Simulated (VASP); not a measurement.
Write the native input for VASP 6.6.1 that does the following.

- Task: relaxation of cell and atoms
- Functional: PBE
- Potentials or basis: VASP PAW PBE potentials, release 64 (Sc_sv, Al)
- Cutoff: 600 eV
- k mesh: 14 × 14 × 14
- Occupations: gaussian, width 0.03 eV
- Spin: no spin polarisation
- Dipole correction: no
- Further INCAR settings: ALGO = Normal; EDIFF = 1e-06; IBRION = 2; EDIFFG = -0.002; NSW = 100; ISIF = 3

The structure of ScAl3 (w002) lies in POSCAR:

```
ScAl3
1.0
    4.0878065700      0.0000000000      0.0000000000
    0.0000000000      4.0878065700      0.0000000000
    0.0000000000      0.0000000000      4.0878065700
Sc Al
1 3
Direct
    0.0000000000      0.0000000000      0.0000000000
    0.5000000000      0.0000000000      0.5000000000
    0.0000000000      0.5000000000      0.5000000000
    0.5000000000      0.5000000000      0.0000000000
```

The input as run:

INCAR

```
PREC = Accurate ; ENCUT = 600
EDIFF = 1E-6 ; ISMEAR = 0
SIGMA = 0.03 ; LREAL = False
LASPH = True ; NELM = 100
ALGO = Normal ; ISIF = 3
LWAVE = False ; LCHARG = False
GGA = PE ; IBRION = 2
NSW = 100 ; EDIFFG = -0.002
```

KPOINTS

```
regular mesh
0
Gamma
  14 14 14
```

Potentials or basis: VASP PAW PBE potentials, release 64 (Sc_sv, Al).

Launch:

```console
$ cat potpaw_PBE.64/Sc_sv/POTCAR potpaw_PBE.64/Al/POTCAR > POTCAR
$ mpirun -np 1 vasp_std > vasp.out
```

Results of the run:

```json
{"Relaxed volume": "17.31 Å³/atom", "Relaxed cell": "a = 4.106 Å, b = 4.106 Å, c = 4.106 Å, α = 90.00°, β = 90.00°, γ = 90.00°", "Space group after relaxing (to 0.05 Å)": "Pm-3m (No. 221)", "Energy gained by relaxing": "0.9 meV/atom", "Ionic steps": "3", "Pressure after relaxing": "0.0 GPa", "Band gap on the k mesh": "zero (band 10 reaches 8.12 eV, above the bottom of band 11 at 4.21 eV)"}
```

It took 2.5 min on 1 thread of Intel(R) Xeon(R) 6975P-C (Granite Rapids) (shared host), peak memory 0.31 GiB.
